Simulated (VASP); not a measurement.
# CaO (P6_3/mmc) in VASP: further runs

The runs below take CaO through single point, with PBE.

All numbers are computed with VASP 6.6.1; they aren't measurements. Logs are shortened: lines on timing, memory, paths and dates and some standing lists are left out, and cuts for length are marked.

### 1 The cell of the first run

It takes space group P6_3/mmc (No. 194, hexagonal). Conventional cell: a = 4.112 Å, b = 4.112 Å, c = 4.641 Å, α = 90.00°, β = 90.00°, γ = 120.00°. Ca (site symmetry -6m2) has 5 O at 2.32 to 2.37 Å within 3.1 Å. Within 3.1 Å of O (site symmetry -6m2) lie 5 Ca at 2.32 to 2.37 Å.

### 2 Single point, PBE (strain +0.030 along x and y, -0.030 along z)

Input file INCAR:

```
PREC = Accurate
ENCUT = 520
EDIFF = 1E-7
ISMEAR = 0
SIGMA = 0.05
LREAL = False
LASPH = True
NELM = 100
ALGO = Normal
ISIF = 2
LWAVE = False
LCHARG = False
GGA = PE
NBANDS = 24
```

Input file KPOINTS:

```
Automatic mesh
0
Gamma
  9 9 6
```

Input file POSCAR:

```
CaO
1.0
    4.1117350992      0.0000000000      0.0000000000
   -2.0558675496      3.5608670496      0.0000000000
    0.0000000000      0.0000000000      4.6412948097
Ca O
2 2
Direct
    0.3333333333      0.6666666667      0.7500000000
    0.6666666667      0.3333333333      0.2500000000
    0.3333333333      0.6666666667      0.2500000000
    0.6666666667      0.3333333333      0.7500000000
```

Potentials or basis: VASP PAW PBE potentials, release 64 (Ca_sv, O).

Command:

```console
cat potpaw_PBE.64/Ca_sv/POTCAR potpaw_PBE.64/O/POTCAR > POTCAR
mpirun -np 1 vasp_std > vasp.out
```

OUTCAR:

```text
PREC = Accurate
   ENCUT = 520
   EDIFF = 1E-7
   ISMEAR = 0
   LREAL = False
   LASPH = True
   NELM = 100
   ISIF = 2
   GGA = PE

 ion  position               nearest neighbor table
   1  0.333  0.667  0.750-   3 2.32   3 2.32   4 2.37   4 2.37   4 2.37
   2  0.667  0.333  0.250-   4 2.32   4 2.32   3 2.37   3 2.37   3 2.37
   3  0.333  0.667  0.250-   1 2.32   1 2.32   2 2.37   2 2.37   2 2.37
   4  0.667  0.333  0.750-   2 2.32   2 2.32   1 2.37   1 2.37   1 2.37

  LATTYP: Found a hexagonal cell.
 ALAT       =     4.1117350992
 C/A-ratio  =     1.1287922733

  Lattice vectors:

 A1 = (   4.1117350992,   0.0000000000,   0.0000000000)
 A2 = (  -2.0558675496,   3.5608670496,   0.0000000000)
 A3 = (   0.0000000000,   0.0000000000,   4.6412948097)

Analysis of symmetry for initial positions (statically):
=====================================================================
 Subroutine PRICEL returns:
 Original cell was already a primitive cell.

 Routine SETGRP: Setting up the symmetry group for a
 hexagonal supercell.

 Subroutine GETGRP returns: Found 24 space group operations
 (whereof 12 operations were pure point group operations)
 out of a pool of 24 trial point group operations.

The static configuration has the point symmetry D_3d.
 The point group associated with its full space group is D_6h.

Analysis of symmetry for dynamics (positions and initial velocities):
=====================================================================
 Subroutine PRICEL returns:
 Original cell was already a primitive cell.

 Routine SETGRP: Setting up the symmetry group for a
 hexagonal supercell.

 Subroutine GETGRP returns: Found 24 space group operations
 (whereof 12 operations were pure point group operations)
 out of a pool of 24 trial point group operations.

The dynamic configuration has the point symmetry D_3d.
 The point group associated with its full space group is D_6h.

 Subroutine INISYM returns: Found 24 space group operations
 (whereof 12 operations are pure point group operations),
 and found     1 'primitive' translations

----------------------------------------------------------------------------------------

                                     Primitive cell

  volume of cell :      67.9548

  direct lattice vectors                    reciprocal lattice vectors
     4.111735099  0.000000000  0.000000000     0.243206329  0.140415240  0.000000000
    -2.055867550  3.560867050  0.000000000     0.000000000  0.280830479  0.000000000
     0.000000000  0.000000000  4.641294810     0.000000000  0.000000000  0.215457117

  length of vectors
     4.111735099  4.111735099  4.641294810     0.280830479  0.280830479  0.215457117

  position of ions in fractional coordinates (direct lattice)
     0.333333333  0.666666667  0.750000000
     0.666666667  0.333333333  0.250000000
     0.333333333  0.666666667  0.250000000
     0.666666667  0.333333333  0.750000000

  ion indices of the primitive-cell ions
   primitive index   ion index
                 1           1
                 2           2
                 3           3
                 4           4

----------------------------------------------------------------------------------------

 KPOINTS: Automatic mesh

Automatic generation of k-mesh.
 Grid dimensions read from file:
 generate k-points for:    9    9    6

 Generating k-lattice:

  Cartesian coordinates                     Fractional coordinates (reciprocal lattice)
     0.027022925  0.015601693  0.000000000     0.111111111  0.000000000  0.000000000
     0.000000000  0.031203387  0.000000000     0.000000000  0.111111111  0.000000000
     0.000000000  0.000000000  0.035909520     0.000000000  0.000000000  0.166666667

  Length of vectors
     0.031203387  0.031203387  0.035909520

  Shift w.r.t. Gamma in fractional coordinates (k-lattice)
     0.000000000  0.000000000  0.000000000

 Subroutine IBZKPT returns following result:
 ===========================================

 Found     48 irreducible k-points:

 Following reciprocal coordinates:
            Coordinates               Weight
  0.000000  0.000000  0.000000      1.000000
  0.111111  0.000000  0.000000      6.000000
  0.222222  0.000000  0.000000      6.000000
  0.333333  0.000000  0.000000      6.000000
  0.444444  0.000000  0.000000      6.000000
  0.111111  0.111111  0.000000      6.000000
[... 16 lines left out ...]
  0.333333  0.222222  0.166667     24.000000
  0.333333  0.333333  0.166667      4.000000
 [... further k-points ...]
   k-points           NKPTS =     48   k-points in BZ     NKDIM =     48   number of bands    NBANDS=     24
   number of dos      NEDOS =    301   number of ions     NIONS =      4
   total plane-waves  NPLWV =  36864
   dimension x,y,z NGX =    32 NGY =   32 NGZ =   36
   dimension x,y,z NGXF=    64 NGYF=   64 NGZF=   72
   ions per type =               2   2
   NGX,Y,Z   is equivalent  to a cutoff of  12.94, 12.94, 12.89 a.u.
   NGXF,Y,Z  is equivalent  to a cutoff of  25.88, 25.88, 25.79 a.u.
 SYSTEM =  unknown system
   PREC   = accura    normal or accurate (medium, high low for compatibility)
   ISTART =      0    job   : 0-new  1-cont  2-samecut
   ICHARG =      2    charge: 1-file 2-atom 10-const
   ISPIN  =      1    spin polarized calculation?
   LNONCOLLINEAR =      F non collinear calculations
   LSORBIT =      F    spin-orbit coupling
   LASPH  =      T    aspherical Exc in radial PAW
   ENCUT  =  520.0 eV  38.22 Ry    6.18 a.u.   7.65  7.65  8.63*2*pi/ulx,y,z
   NELM   =    100;   NELMIN=  2; NELMDL= -5     # of ELM steps
   EDIFF  = 0.1E-06   stopping-criterion for ELM
   LREAL  =      F    real-space projection
   EDIFFG = 0.1E-05   stopping-criterion for IOM
   NSW    =      0    number of steps for IOM
   IBRION =     -1    ionic relax: 0-MD 1-quasi-New 2-CG
   NFREE  =      0    steps in history (QN), initial steepest desc. (CG)
   ISIF   =      2    stress and relaxation
   ISYM   =      2    0-nonsym 1-usesym 2-fastsym
   POTIM  = 0.5000    time-step for ionic-motion
   TEBEG  =    0.0;   TEEND  =   0.0 temperature during run
   PSTRESS=    0.0 pullay stress
   NELECT =      32.0000    total number of electrons
   NUPDOWN=      -1.0000    fix difference up-down
   EMIN   =  10.00;   EMAX   =-10.00  energy-range for DOS
   EFERMI =   0.00;   METHOD = LEGACY
   ISMEAR =     0;   SIGMA  =   0.05  broadening in eV -4-tet -1-fermi 0-gaus
   EFERMI_NEDOS =   21; number of points for ismear=-14 and -15
   IALGO  =     38    algorithm
   IMIX   =      4    mixing-type and parameters
     AMIX     =   0.40;   BMIX     =  1.00
     AMIX_MAG =   1.60;   BMIX_MAG =  1.00
  volume/ion in A,a.u.               =      16.99       114.65
  Fermi-wavevector in a.u.,A,eV,Ry     =   1.273654  2.406857 22.071298  1.622195
  Thomas-Fermi vector in A             =   2.406465
   LORBIT       =      0    0 simple, 1 ext, 2 COOP (PROOUT), +10 PAW based schemes
   GGA     = PE    functional components
   LHFCALC =     F    Hartree Fock is set to
   AEXX    =    0.0000 exact exchange contribution
   IVDW    =     0    specifies the selected vdW correction
   LEPSILON=     F    determine dielectric tensor
   LRPA    =     F    only Hartree local field effects (RPA)
 non-spin polarized calculation
 Gauss-broadening in eV      SIGMA  =   0.05
  energy-cutoff  :      520.00
  volume of cell :       67.95
 maximum number of plane-waves:      1877
 NGX is ok and might be reduce to    32
   NGX = 15   NGY = 15   NGZ = 17

 number of electron      32.0000008 magnetization

 Free energy of the ion-electron system (eV)
  ---------------------------------------------------
  ext. energy  EPLUGINS =         0.00000000
  ---------------------------------------------------
  free energy    TOTEN  =       -25.28375503 eV

  energy without entropy =      -25.28375503  energy(sigma->0) =      -25.28375503

 E-fermi :   1.5230     XC(G=0):  -9.2451

 val. band max:        1.3097770731   @ k =   0.0000   0.0000   0.0000
 cond. band min:       4.1715678872   @ k =   0.0000   0.0000   0.0000
 fundamental gap:      2.8617908141
 Fermi energy:         1.5230392217

 k-point     1 :       0.0000    0.0000    0.0000
  band No.  band energies     occupation
      1     -36.5395      2.00000
      2     -36.4091      2.00000
      3     -17.8294      2.00000
      4     -17.6646      2.00000
      5     -17.6646      2.00000
      6     -17.4510      2.00000
[... 16 lines left out ...]
     23       9.3328      0.00000
     24       9.5126      0.00000

 k-point     2 :       0.1111    0.0000    0.0000
  band No.  band energies     occupation
      1     -36.5351      2.00000
      2     -36.4116      2.00000
      3     -17.8145      2.00000
      4     -17.6991      2.00000
      5     -17.6739      2.00000
      6     -17.4965      2.00000
[... 16 lines left out ...]
     23       9.2432      0.00000
     24       9.3797      0.00000

 k-point     3 :       0.2222    0.0000    0.0000
  band No.  band energies     occupation
      1     -36.5228      2.00000
      2     -36.4191      2.00000
      3     -17.7835      2.00000
      4     -17.7725      2.00000
      5     -17.6962      2.00000
      6     -17.6045      2.00000
[... 16 lines left out ...]
     23       9.4998      0.00000
     24       9.5103      0.00000

 k-point     4 :       0.3333    0.0000    0.0000
  band No.  band energies     occupation
      1     -36.5058      2.00000
      2     -36.4306      2.00000
      3     -17.8757      2.00000
      4     -17.7197      2.00000
      5     -17.7163      2.00000
      6     -17.7124      2.00000
[... 16 lines left out ...]
     23       9.3491      0.00000
     24       9.6940      0.00000

 k-point     5 :       0.4444    0.0000    0.0000
  band No.  band energies     occupation
      1     -36.4905      2.00000
      2     -36.4422      2.00000
      3     -17.9340      2.00000
      4     -17.7839      2.00000
      5     -17.7343      2.00000
      6     -17.6560      2.00000
[... 451 lines left out ...]
 k-point    22 :       0.2222    0.2222    0.1667
  band No.  band energies     occupation
      1     -36.4919      2.00000
      2     -36.4412      2.00000
      3     -18.0190      2.00000
      4     -17.9104      2.00000
      5     -17.7319      2.00000
      6     -17.5576      2.00000
[... 16 lines left out ...]
     23       9.2515      0.00000
     24       9.8228      0.00000

 k-point    23 :       0.3333    0.2222    0.1667
  band No.  band energies     occupation
      1     -36.4780      2.00000
      2     -36.4523      2.00000
      3     -18.0362      2.00000
      4     -17.9701      2.00000
      5     -17.7596      2.00000
      6     -17.5106      2.00000
[... 16 lines left out ...]
     23       9.4157      0.00000
     24      10.0927      0.00000

 k-point    24 :       0.3333    0.3333    0.1667
  band No.  band energies     occupation
      1     -36.4647      2.00000
      2     -36.4647      2.00000
      3     -18.0123      2.00000
      4     -18.0123      2.00000
      5     -17.7780      2.00000
      6     -17.4738      2.00000
[... 16 lines left out ...]
     23       9.3395      0.00000
     24      10.3283      0.00000

 [... further k-points ...]
[... 5 lines left out ...]
  --------------------------------------------------------------------------------------
  -------------------------------------------------------------------------------------
  Total       -1.0986134     -1.0986134      2.3244375      0.0000000      0.0000000      0.0000000
  in kB      -25.9021269    -25.9021269     54.8035151      0.0000000      0.0000000      0.0000000
  external PRESSURE =       0.9997538 kB  Pullay stress =       0.0000000 kB

 VOLUME and BASIS-vectors are now :
 -----------------------------------------------------------------------------
  energy-cutoff  :      520.00
  volume of cell :       67.95
      direct lattice vectors                 reciprocal lattice vectors
     4.111735099  0.000000000  0.000000000     0.243206329  0.140415240  0.000000000
    -2.055867550  3.560867050  0.000000000     0.000000000  0.280830479  0.000000000
     0.000000000  0.000000000  4.641294810     0.000000000  0.000000000  0.215457117

 POSITION                                       TOTAL-FORCE (eV/Angst)
 -----------------------------------------------------------------------------------
     -0.00000      2.37391      3.48097         0.000000      0.000000      0.000000
      2.05587      1.18696      1.16032        -0.000000      0.000000      0.000000
     -0.00000      2.37391      1.16032         0.000000     -0.000000     -0.000000
      2.05587      1.18696      3.48097        -0.000000      0.000000     -0.000000
 -----------------------------------------------------------------------------------
    total drift:                               -0.000000      0.000000     -0.000000

  FREE ENERGIE OF THE ION-ELECTRON SYSTEM (eV)
  ---------------------------------------------------
  free  energy   TOTEN  =       -25.2837550329 eV

  energy  without entropy=      -25.2837550329  energy(sigma->0) =      -25.28375503
```

Wall time 81 s (1 thread of Intel Xeon 6975P-C, shared host); peak memory 0.22 GiB.

What came out:

```yaml
Free_energy: -25.2838 eV
Pressure: 0.1 GPa
Band_gap_on_the_k_mesh: 2.86 eV, direct
```

Stress tensor (GPa, compression positive):
```
-2.59  0.00  0.00
 0.00 -2.59  0.00
 0.00  0.00  5.48
```

Caveat: the cell differs from its parent crystal (strain +0.030 along x and y, -0.030 along z).

### 3 Single point, PBE (strain +0.015 along x and y, +0.000 along z)

Input file INCAR:

```
PREC     = Accurate       # precision mode
ENCUT    = 520            # plane-wave cutoff, eV
EDIFF    = 1E-7           # SCF threshold, eV
ISMEAR   = 0              # smearing method
SIGMA    = 0.05           # smearing width, eV
LREAL    = False          # projectors in reciprocal space
LASPH    = True           # aspherical terms in the spheres
NELM     = 100            # most SCF steps
ALGO     = Normal         # electronic algorithm
ISIF     = 2              # what is computed and relaxed
LWAVE    = False          # write WAVECAR
LCHARG   = False          # write CHGCAR
GGA      = PE             # functional
NBANDS   = 24             # bands
```

KPOINTS is that of step 2.

Input file POSCAR:

```
CaO
1.0
    4.0518554619      0.0000000000      0.0000000000
   -2.0259277309      3.5090097624      0.0000000000
    0.0000000000      0.0000000000      4.7848400100
Ca O
2 2
Direct
    0.3333333333      0.6666666667      0.7500000000
    0.6666666667      0.3333333333      0.2500000000
    0.3333333333      0.6666666667      0.2500000000
    0.6666666667      0.3333333333      0.7500000000
```

Potentials or basis: VASP PAW PBE potentials, release 64 (Ca_sv, O).

Command:

```console
cat potpaw_PBE.64/Ca_sv/POTCAR potpaw_PBE.64/O/POTCAR > POTCAR
mpirun -np 1 vasp_std > vasp.out
```

It took 89 s on 1 thread of Intel Xeon 6975P-C, shared host; peak memory 0.22 GiB.

It converged, with:

```
Free energy            : -25.3452 eV
Pressure               : -1.0 GPa
Band gap on the k mesh : 3.02 eV, direct
```

Stress tensor (GPa, compression positive):
```
-1.57  0.00  0.00
 0.00 -1.57  0.00
 0.00  0.00  0.26
```

Levels at points of the mesh, in eV from the valence-band top:
| k point | band 14 | band 15 | band 16 | band 17 | band 18 | band 19 |
| --- | --- | --- | --- | --- | --- | --- |
| (0.00, 0.00, 0.00) | -1.10 | -1.08 | 0.00 | 3.02 | 6.01 | 6.01 |
| (0.00, 0.00, 0.50) | -1.26 | -1.26 | -1.26 | 4.80 | 4.80 | 7.62 |

Caveat: the cell differs from its parent crystal (strain +0.015 along x and y, +0.000 along z). A k mesh can miss the band edges.

(Continued in part 2 of 2.)
